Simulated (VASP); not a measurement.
# KF (P6_3/mmc) in VASP: further runs

Aim: see how the results for KF move with the level of theory and the settings. Levels: PBE, r2SCAN. Tasks: single point.

All numbers are computed with VASP 6.6.1; they aren't measurements. Logs are shortened: lines on timing, memory, paths and dates and some standing lists are left out, and cuts for length are marked.

**1. The cell of the first run**

The structure is hexagonal, space group P6_3/mmc (No. 194). Conventional cell: a = 3.660 Å, b = 3.660 Å, c = 6.479 Å, α = 90.00°, β = 90.00°, γ = 120.00°. K (site symmetry -3m) has 6 F at 2.66 Å and 2 K at 3.24 Å within 3.5 Å. F (site symmetry -6m2) has 6 K at 2.66 Å within 3.5 Å.

**2. Single point, PBE**

Input file INCAR:

```
SYSTEM = KF
ALGO = Normal
EDIFF = 1E-7
ENCUT = 520
GGA = PE
ISIF = 2
ISMEAR = 0
LASPH = .TRUE.
LCHARG = .FALSE.
LREAL = .FALSE.
LWAVE = .FALSE.
NBANDS = 24
NELM = 80
PREC = Accurate
SIGMA = 0.01
```

Input file KPOINTS:

```
k-points
0
G
  6 6 2
  0 0 0
```

Input file POSCAR:

```
KF
1.0
    3.6599347861      0.0000000000      0.0000000000
   -1.8299673931      3.1695965009      0.0000000000
    0.0000000000      0.0000000000      6.4788135034
K F
2 2
Direct
    0.0000000000      0.0000000000      0.0000000000
    0.0000000000      0.0000000000      0.5000000000
    0.3333333333      0.6666666667      0.2500000000
    0.6666666667      0.3333333333      0.7500000000
```

Potentials or basis: VASP PAW PBE potentials, release 64 (K_sv, F).

Started as:

```
cat potpaw_PBE.64/K_sv/POTCAR potpaw_PBE.64/F/POTCAR > POTCAR
mpirun -np 1 vasp_std > vasp.out
```

OUTCAR:

```text
SYSTEM = KF
   EDIFF = 1E-7
   ENCUT = 520
   GGA = PE
   ISIF = 2
   ISMEAR = 0
   LASPH = .TRUE.
   LREAL = .FALSE.
   NELM = 80
   PREC = Accurate

 ion  position               nearest neighbor table
   1  0.000  0.000  0.000-   3 2.66   4 2.66   3 2.66   4 2.66   4 2.66   3 2.66   2 3.24   2 3.24

   2  0.000  0.000  0.500-   3 2.66   4 2.66   3 2.66   4 2.66   4 2.66   3 2.66   1 3.24   1 3.24

   3  0.333  0.667  0.250-   1 2.66   2 2.66   1 2.66   2 2.66   1 2.66   2 2.66
   4  0.667  0.333  0.750-   1 2.66   2 2.66   1 2.66   2 2.66   1 2.66   2 2.66

  LATTYP: Found a hexagonal cell.
 ALAT       =     3.6599347861
 C/A-ratio  =     1.7701991653

  Lattice vectors:

 A1 = (   3.6599347861,   0.0000000000,   0.0000000000)
 A2 = (  -1.8299673931,   3.1695965009,   0.0000000000)
 A3 = (   0.0000000000,   0.0000000000,   6.4788135034)

Analysis of symmetry for initial positions (statically):
=====================================================================
 Subroutine PRICEL returns:
 Original cell was already a primitive cell.

 Routine SETGRP: Setting up the symmetry group for a
 hexagonal supercell.

 Subroutine GETGRP returns: Found 24 space group operations
 (whereof 12 operations were pure point group operations)
 out of a pool of 24 trial point group operations.

The static configuration has the point symmetry D_3d.
 The point group associated with its full space group is D_6h.

Analysis of symmetry for dynamics (positions and initial velocities):
=====================================================================
 Subroutine PRICEL returns:
 Original cell was already a primitive cell.

 Routine SETGRP: Setting up the symmetry group for a
 hexagonal supercell.

 Subroutine GETGRP returns: Found 24 space group operations
 (whereof 12 operations were pure point group operations)
 out of a pool of 24 trial point group operations.

The dynamic configuration has the point symmetry D_3d.
 The point group associated with its full space group is D_6h.

 Subroutine INISYM returns: Found 24 space group operations
 (whereof 12 operations are pure point group operations),
 and found     1 'primitive' translations

----------------------------------------------------------------------------------------

                                     Primitive cell

  volume of cell :      75.1576

  direct lattice vectors                    reciprocal lattice vectors
     3.659934786  0.000000000  0.000000000     0.273228912  0.157748786  0.000000000
    -1.829967393  3.169596501  0.000000000     0.000000000  0.315497572  0.000000000
     0.000000000  0.000000000  6.478813503     0.000000000  0.000000000  0.154349249

  length of vectors
     3.659934786  3.659934786  6.478813503     0.315497572  0.315497572  0.154349249

  position of ions in fractional coordinates (direct lattice)
     0.000000000  0.000000000  0.000000000
     0.000000000  0.000000000  0.500000000
     0.333333333  0.666666667  0.250000000
     0.666666667  0.333333333  0.750000000

  ion indices of the primitive-cell ions
   primitive index   ion index
                 1           1
                 2           2
                 3           3
                 4           4

----------------------------------------------------------------------------------------

 KPOINTS: k-points

Automatic generation of k-mesh.
 Grid dimensions read from file:
 generate k-points for:    6    6    2

 Generating k-lattice:

  Cartesian coordinates                     Fractional coordinates (reciprocal lattice)
     0.045538152  0.026291464  0.000000000     0.166666667 -0.000000000  0.000000000
     0.000000000  0.052582929  0.000000000     0.000000000  0.166666667  0.000000000
     0.000000000  0.000000000  0.077174625     0.000000000  0.000000000  0.500000000

  Length of vectors
     0.052582929  0.052582929  0.077174625

  Shift w.r.t. Gamma in fractional coordinates (k-lattice)
     0.000000000  0.000000000  0.000000000

 Subroutine IBZKPT returns following result:
 ===========================================

 Found     14 irreducible k-points:

 Following reciprocal coordinates:
            Coordinates               Weight
  0.000000  0.000000  0.000000      1.000000
  0.166667 -0.000000  0.000000      6.000000
  0.333333 -0.000000  0.000000      6.000000
  0.500000  0.000000  0.000000      3.000000
  0.166667  0.166667  0.000000      6.000000
  0.333333  0.166667  0.000000     12.000000
  0.333333  0.333333  0.000000      2.000000
  0.000000  0.000000  0.500000      1.000000
  0.166667 -0.000000  0.500000      6.000000
  0.333333 -0.000000  0.500000      6.000000
  0.500000  0.000000  0.500000      3.000000
  0.166667  0.166667  0.500000      6.000000
  0.333333  0.166667  0.500000     12.000000
  0.333333  0.333333  0.500000      2.000000
   k-points           NKPTS =     14   k-points in BZ     NKDIM =     14   number of bands    NBANDS=     24
   number of dos      NEDOS =    301   number of ions     NIONS =      4
   total plane-waves  NPLWV =  37632
   dimension x,y,z NGX =    28 NGY =   28 NGZ =   48
   dimension x,y,z NGXF=    56 NGYF=   56 NGZF=   96
   ions per type =               2   2
   NGX,Y,Z   is equivalent  to a cutoff of  12.72, 12.72, 12.32 a.u.
   NGXF,Y,Z  is equivalent  to a cutoff of  25.44, 25.44, 24.63 a.u.
 SYSTEM =  KF
   PREC   = accura    normal or accurate (medium, high low for compatibility)
   ISTART =      0    job   : 0-new  1-cont  2-samecut
   ICHARG =      2    charge: 1-file 2-atom 10-const
   ISPIN  =      1    spin polarized calculation?
   LNONCOLLINEAR =      F non collinear calculations
   LSORBIT =      F    spin-orbit coupling
   LASPH  =      T    aspherical Exc in radial PAW
   ENCUT  =  520.0 eV  38.22 Ry    6.18 a.u.   6.81  6.81 12.05*2*pi/ulx,y,z
   NELM   =     80;   NELMIN=  2; NELMDL= -5     # of ELM steps
   EDIFF  = 0.1E-06   stopping-criterion for ELM
   LREAL  =      F    real-space projection
   EDIFFG = 0.1E-05   stopping-criterion for IOM
   NSW    =      0    number of steps for IOM
   IBRION =     -1    ionic relax: 0-MD 1-quasi-New 2-CG
   NFREE  =      0    steps in history (QN), initial steepest desc. (CG)
   ISIF   =      2    stress and relaxation
   ISYM   =      2    0-nonsym 1-usesym 2-fastsym
   POTIM  = 0.5000    time-step for ionic-motion
   TEBEG  =    0.0;   TEEND  =   0.0 temperature during run
   PSTRESS=    0.0 pullay stress
   NELECT =      32.0000    total number of electrons
   NUPDOWN=      -1.0000    fix difference up-down
   EMIN   =  10.00;   EMAX   =-10.00  energy-range for DOS
   EFERMI =   0.00;   METHOD = LEGACY
   ISMEAR =     0;   SIGMA  =   0.01  broadening in eV -4-tet -1-fermi 0-gaus
   EFERMI_NEDOS =   21; number of points for ismear=-14 and -15
   IALGO  =     38    algorithm
   IMIX   =      4    mixing-type and parameters
     AMIX     =   0.40;   BMIX     =  1.00
     AMIX_MAG =   1.60;   BMIX_MAG =  1.00
  volume/ion in A,a.u.               =      18.79       126.80
  Fermi-wavevector in a.u.,A,eV,Ry     =   1.231593  2.327373 20.637608  1.516821
  Thomas-Fermi vector in A             =   2.366396
   LORBIT       =      0    0 simple, 1 ext, 2 COOP (PROOUT), +10 PAW based schemes
   GGA     = PE    functional components
   LHFCALC =     F    Hartree Fock is set to
   AEXX    =    0.0000 exact exchange contribution
   IVDW    =     0    specifies the selected vdW correction
   LEPSILON=     F    determine dielectric tensor
   LRPA    =     F    only Hartree local field effects (RPA)
 non-spin polarized calculation
 Gauss-broadening in eV      SIGMA  =   0.01
  energy-cutoff  :      520.00
  volume of cell :       75.16
 maximum number of plane-waves:      2040
 NGX is ok and might be reduce to    28
   NGX = 13   NGY = 13   NGZ = 25

 number of electron      32.0000001 magnetization

 Free energy of the ion-electron system (eV)
  ---------------------------------------------------
  ext. energy  EPLUGINS =         0.00000000
  ---------------------------------------------------
  free energy    TOTEN  =       -16.40178961 eV

  energy without entropy =      -16.40178961  energy(sigma->0) =      -16.40178961

 E-fermi :  -2.6341     XC(G=0):  -8.4745

 val. band max:       -2.7102697885   @ k =   0.0000   0.0000   0.0000
 cond. band min:       3.4767148102   @ k =   0.0000   0.0000   0.0000
 fundamental gap:      6.1869845987
 Fermi energy:        -2.6341372084

 k-point     1 :       0.0000    0.0000    0.0000
  band No.  band energies     occupation
      1     -29.0270      2.00000
      2     -28.8837      2.00000
      3     -21.5252      2.00000
      4     -21.4108      2.00000
      5     -12.6996      2.00000
      6     -12.2631      2.00000
[... 16 lines left out ...]
     23       8.6612      0.00000
     24       8.6612      0.00000

 k-point     2 :       0.1667   -0.0000    0.0000
  band No.  band energies     occupation
      1     -29.0045      2.00000
      2     -28.8682      2.00000
      3     -21.5042      2.00000
      4     -21.4277      2.00000
      5     -12.7470      2.00000
      6     -12.3468      2.00000
[... 16 lines left out ...]
     23       8.9485      0.00000
     24       9.1688      0.00000

 k-point     3 :       0.3333   -0.0000    0.0000
  band No.  band energies     occupation
      1     -28.9589      2.00000
      2     -28.8370      2.00000
      3     -21.4817      2.00000
      4     -21.4424      2.00000
      5     -12.8534      2.00000
      6     -12.5616      2.00000
[... 16 lines left out ...]
     23       9.3202      0.00000
     24      10.5041      0.00000
[... 244 lines left out ...]
 k-point    13 :       0.3333    0.1667    0.5000
  band No.  band energies     occupation
      1     -28.8792      2.00000
      2     -28.8792      2.00000
      3     -21.4597      2.00000
      4     -21.4597      2.00000
      5     -12.6198      2.00000
      6     -12.6198      2.00000
[... 16 lines left out ...]
     23       9.5348      0.00000
     24       9.5348      0.00000

 k-point    14 :       0.3333    0.3333    0.5000
  band No.  band energies     occupation
      1     -28.8694      2.00000
      2     -28.8694      2.00000
      3     -21.4587      2.00000
      4     -21.4587      2.00000
      5     -12.6248      2.00000
      6     -12.6248      2.00000
[... 16 lines left out ...]
     23       9.1443      0.00000
     24       9.1443      0.00000

------------------------ aborting loop because EDIFF is reached ----------------------------------------

  FORCE on cell =-STRESS in cart. coord.  units (eV):
  Direction    XX          YY          ZZ          XY          YZ          ZX
  --------------------------------------------------------------------------------------
  -------------------------------------------------------------------------------------
  Total        0.9253867      0.9253867      1.0480215     -0.0000000      0.0000000     -0.0000000
  in kB       19.7269992     19.7269992     22.3412764     -0.0000000      0.0000000     -0.0000000
  external PRESSURE =      20.5984249 kB  Pullay stress =       0.0000000 kB

 VOLUME and BASIS-vectors are now :
 -----------------------------------------------------------------------------
  energy-cutoff  :      520.00
  volume of cell :       75.16
      direct lattice vectors                 reciprocal lattice vectors
     3.659934786  0.000000000  0.000000000     0.273228912  0.157748786  0.000000000
    -1.829967393  3.169596501  0.000000000     0.000000000  0.315497572  0.000000000
     0.000000000  0.000000000  6.478813503     0.000000000  0.000000000  0.154349249

 POSITION                                       TOTAL-FORCE (eV/Angst)
 -----------------------------------------------------------------------------------
      0.00000      0.00000      0.00000         0.000000      0.000000      0.000000
      0.00000      0.00000      3.23941         0.000000      0.000000      0.000000
     -0.00000      2.11306      1.61970         0.000000     -0.000000      0.000000
      1.82997      1.05653      4.85911        -0.000000      0.000000     -0.000000
 -----------------------------------------------------------------------------------
    total drift:                                0.000000     -0.000000      0.000000

  FREE ENERGIE OF THE ION-ELECTRON SYSTEM (eV)
  ---------------------------------------------------
  free  energy   TOTEN  =       -16.4017896116 eV

  energy  without entropy=      -16.4017896116  energy(sigma->0) =      -16.40178961
```

It took 42 s on 1 thread of Intel Xeon 8259CL, shared host; peak memory 0.19 GiB.

What came out:

| Quantity | Value |
| --- | --- |
| Free energy | -16.4018 eV |
| Pressure | 2.1 GPa |
| Band gap on the k mesh | 6.19 eV |

Caveat: the k points lie up to 0.48 Å⁻¹ apart.

**3. Single point, PBE**

Input file INCAR:

```
PREC = Accurate
ENCUT = 520
EDIFF = 1E-7
ISMEAR = 0
SIGMA = 0.01
LREAL = F
LASPH = T
NELM = 60
ALGO = Normal
ISIF = 2
LWAVE = F
LCHARG = T
GGA = PE
LELF = T
LVHAR = T
NBANDS = 24
```

Input file KPOINTS:

```
Automatic mesh
0
Gamma
  6 6 4
```

POSCAR is that of step 2.

Potentials or basis: VASP PAW PBE potentials, release 64 (K_sv, F).

Started as:

```
cat potpaw_PBE.64/K_sv/POTCAR potpaw_PBE.64/F/POTCAR > POTCAR
mpirun -np 1 vasp_std > vasp.out
```

It took 55 s on 1 thread of Intel Xeon 8259CL, shared host; peak memory 0.2 GiB.

Results (log left out):

| Property | Result |
| --- | --- |
| Free energy | -16.4019 eV |
| Pressure | 2.1 GPa |
| Band gap on the k mesh | 6.19 eV |

Stress tensor (GPa, compression positive):
```
1.97 0.00 0.00
0.00 1.97 0.00
0.00 0.00 2.24
```

Levels at points of the mesh, in eV from the valence-band top:
| k point | band 14 | band 15 | band 16 | band 17 | band 18 | band 19 |
| --- | --- | --- | --- | --- | --- | --- |
| (0.00, 0.00, 0.00) | -0.08 | 0.00 | 0.00 | 6.19 | 9.06 | 9.42 |
| (0.50, 0.00, 0.00) | -0.25 | -0.14 | -0.06 | 8.23 | 9.78 | 9.86 |
| (0.00, 0.00, 0.50) | -0.15 | -0.15 | -0.15 | 7.51 | 7.51 | 10.17 |
| (0.50, 0.00, 0.50) | -0.31 | -0.20 | -0.20 | 8.86 | 8.86 | 10.55 |

A k mesh can miss the band edges.

**4. Single point, PBE**

Input file INCAR:

```
SYSTEM = KF
ALGO = Normal
EDIFF = 1E-7
ENCUT = 520
GGA = PE
ISIF = 2
ISMEAR = 0
LASPH = .TRUE.
LCHARG = .TRUE.
LELF = .TRUE.
LREAL = .FALSE.
LVHAR = .TRUE.
LWAVE = .FALSE.
NBANDS = 24
NELM = 60
PREC = Accurate
SIGMA = 0.01
```

Input file KPOINTS:

```
k-points
0
G
  6 6 4
  0 0 0
```

POSCAR is that of step 3.

Potentials or basis: VASP PAW PBE potentials, release 64 (K_sv, F).

Started as:

```
cat potpaw_PBE.64/K_sv/POTCAR potpaw_PBE.64/F/POTCAR > POTCAR
mpirun -np 1 vasp_std > vasp.out
```

OUTCAR:

```text
SYSTEM = KF
   EDIFF = 1E-7
   ENCUT = 520
   GGA = PE
   ISIF = 2
   ISMEAR = 0
   LASPH = .TRUE.
   LREAL = .FALSE.
   NELM = 60
   PREC = Accurate

 ion  position               nearest neighbor table
   1  0.000  0.000  0.000-   3 2.66   4 2.66   3 2.66   4 2.66   4 2.66   3 2.66   2 3.24   2 3.24

   2  0.000  0.000  0.500-   3 2.66   4 2.66   3 2.66   4 2.66   4 2.66   3 2.66   1 3.24   1 3.24

   3  0.333  0.667  0.250-   1 2.66   2 2.66   1 2.66   2 2.66   1 2.66   2 2.66
[... 766 lines left out ...]
  Direction    XX          YY          ZZ          XY          YZ          ZX
  --------------------------------------------------------------------------------------
  -------------------------------------------------------------------------------------
  Total        0.9260863      0.9260863      1.0493807     -0.0000000     -0.0000000      0.0000000
  in kB       19.7419133     19.7419133     22.3702498     -0.0000000     -0.0000000      0.0000000
  external PRESSURE =      20.6180255 kB  Pullay stress =       0.0000000 kB

 VOLUME and BASIS-vectors are now :
 -----------------------------------------------------------------------------
  energy-cutoff  :      520.00
  volume of cell :       75.16
      direct lattice vectors                 reciprocal lattice vectors
     3.659934786  0.000000000  0.000000000     0.273228912  0.157748786  0.000000000
    -1.829967393  3.169596501  0.000000000     0.000000000  0.315497572  0.000000000
     0.000000000  0.000000000  6.478813503     0.000000000  0.000000000  0.154349249

 POSITION                                       TOTAL-FORCE (eV/Angst)
 -----------------------------------------------------------------------------------
      0.00000      0.00000      0.00000         0.000000      0.000000      0.000000
      0.00000      0.00000      3.23941         0.000000      0.000000      0.000000
     -0.00000      2.11306      1.61970        -0.000000      0.000000     -0.000000
      1.82997      1.05653      4.85911         0.000000     -0.000000     -0.000000
 -----------------------------------------------------------------------------------
    total drift:                                0.000000     -0.000000      0.000000

  FREE ENERGIE OF THE ION-ELECTRON SYSTEM (eV)
  ---------------------------------------------------
  free  energy   TOTEN  =       -16.4018583463 eV

  energy  without entropy=      -16.4018583463  energy(sigma->0) =      -16.40185835
```

stdout:

```text
POSCAR found type information on POSCAR K F
 POSCAR found :  2 types and       4 ions
 scaLAPACK will be used
 LDA part: xc-table for (Slater+PW92), standard interpolation
 POSCAR, INCAR and KPOINTS ok, starting setup
 FFT: planning ... GRIDC
 FFT: planning ... GRID_SOFT
 FFT: planning ... GRID
 WAVECAR not read
 entering main loop
```

Wall time 58 s (1 thread of Intel Xeon 8259CL, shared host); peak memory 0.2 GiB.

Results:

| Property | Result |
| --- | --- |
| Free energy | -16.4019 eV |
| Pressure | 2.1 GPa |
| Band gap on the k mesh | 6.19 eV |

A k mesh can miss the band edges.

**5. Single point, r2SCAN**

POSCAR is that of step 4.

Input file INCAR.step1:

```
SYSTEM = KF
PREC = Accurate ; ENCUT = 520
ISMEAR = 0 ; SIGMA = 0.01
LREAL = .FALSE. ; LASPH = .TRUE.
NELM = 100 ; NBANDS = 24
GGA = PE ; ALGO = Normal
EDIFF = 1E-4 ; LWAVE = .TRUE.
LCHARG = .FALSE.
```

Input file INCAR.step2:

```
SYSTEM = KF
PREC = Accurate ; ENCUT = 520
EDIFF = 1E-6 ; ISMEAR = 0
SIGMA = 0.01 ; LREAL = .FALSE.
LASPH = .TRUE. ; NELM = 100
ALGO = Normal ; ISIF = 2
LWAVE = .FALSE. ; LCHARG = .FALSE.
METAGGA = R2SCAN ; LMIXTAU = .TRUE.
NBANDS = 24 ; ISTART = 1
```

Input file KPOINTS:

```
regular mesh
0
G
  6 6 4
  0 0 0
```

Started as:

```
cat potpaw_PBE.64/K_sv/POTCAR potpaw_PBE.64/F/POTCAR > POTCAR
cp INCAR.step1 INCAR
mpirun -np 1 vasp_std > vasp.out
cp INCAR.step2 INCAR
mpirun -np 1 vasp_std > vasp.out
```

Wall time 2.8 min (1 thread of Intel Xeon 8259CL, shared host); peak memory 0.21 GiB.

Results (log left out):

```yaml
Free_energy: -29.7966 eV
Pressure: 0.0 GPa
Band_gap_on_the_k_mesh: 6.87 eV
```

Levels at points of the mesh, in eV from the valence-band top:
```csv
k point,band 12,band 13,band 14,band 15,band 16,band 17,band 18,band 19,band 20,band 21
"(0.00, 0.00, 0.00)",-0.28,-0.28,-0.08,0.00,0.00,6.87,9.79,10.12,11.01,11.84
"(0.50, 0.00, 0.00)",-0.49,-0.34,-0.25,-0.13,-0.05,8.80,10.46,10.72,10.94,11.29
"(0.00, 0.00, 0.50)",-0.47,-0.14,-0.14,-0.14,-0.14,8.17,8.17,10.91,10.91,12.23
"(0.50, 0.00, 0.50)",-0.53,-0.29,-0.29,-0.20,-0.20,9.46,9.46,11.35,11.35,12.61
```

Caveat: the PAW data sets were made with another functional, which shifts forces and pressure a little.

**6. Summary**

| level | k mesh | gap on the mesh (eV) | pressure (GPa) |
| --- | --- | --- | --- |
| PBE | 6 × 6 × 2 | 6.19 | 2.1 |
| PBE | 6 × 6 × 4 | 6.19 | 2.1 |
| r2SCAN | 6 × 6 × 4 | 6.87 | 0.0 |

Alike in all rows: task single point; potentials or basis VASP PAW PBE potentials, release 64 (K_sv, F); no spin polarisation; cell as given; cutoff (eV) 520; smearing gaussian 0.01 eV.

Caveats: some runs use coarse meshes; the PAW data sets were made with another functional, which shifts forces and pressure a little (at least some runs).

Absolute energies hang on the potentials; compare differences alone.
